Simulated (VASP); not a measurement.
A run of VASP 6.6.1 is set up as follows.

The input INCAR:

```
SYSTEM = Pt
ALGO     = Fast           ! electronic algorithm
EDIFF    = 1E-7           ! SCF threshold, eV
ENCUT    = 520            ! plane-wave cutoff, eV
GGA      = CA             ! functional
ISIF     = 2              ! what is computed and relaxed
ISMEAR   = 0              ! smearing method
LASPH    = .TRUE.         ! aspherical terms in the spheres
LCHARG   = .TRUE.         ! write CHGCAR
LELF     = .TRUE.         ! ELF
LREAL    = .FALSE.        ! projectors in reciprocal space
LVHAR    = .TRUE.       
LWAVE    = .FALSE.        ! write WAVECAR
NBANDS   = 11             ! bands
NELM     = 80             ! most SCF steps
PREC     = Accurate       ! precision mode
SIGMA    = 0.15           ! smearing width, eV
```

File KPOINTS:

```
k-points
0
G
  22 22 22
  0 0 0
```

Contents of POSCAR:

```
Pt
1.0
    0.0000000000      2.2955427859      1.4002810994
    2.2955427859      0.0000000000      1.4002810994
    2.2955427859      2.2955427859      0.0000000000
Pt
1
Direct
    0.0000000000      0.0000000000      0.0000000000
```

Potentials or basis: VASP PAW LDA potentials, release 64 (Pt).

The run is started by

```bash
$ cat potpaw_LDA.64/Pt/POTCAR > POTCAR
$ mpirun -np 1 vasp_std > vasp.out
```

Q: Predict the pressure.

A: 3.3 GPa.

Q: What does it give for the band gap on the k mesh?

A: Zero (bands 5 and 6 overlap by 2.32 eV).

Stress tensor (GPa, compression positive):
```
 7.50  0.00  0.00
 0.00  7.50  0.00
 0.00  0.00 -5.17
```

Caveat: the cell stands under pressure; spin-orbit coupling is left out, which moves the levels of the heavy elements.
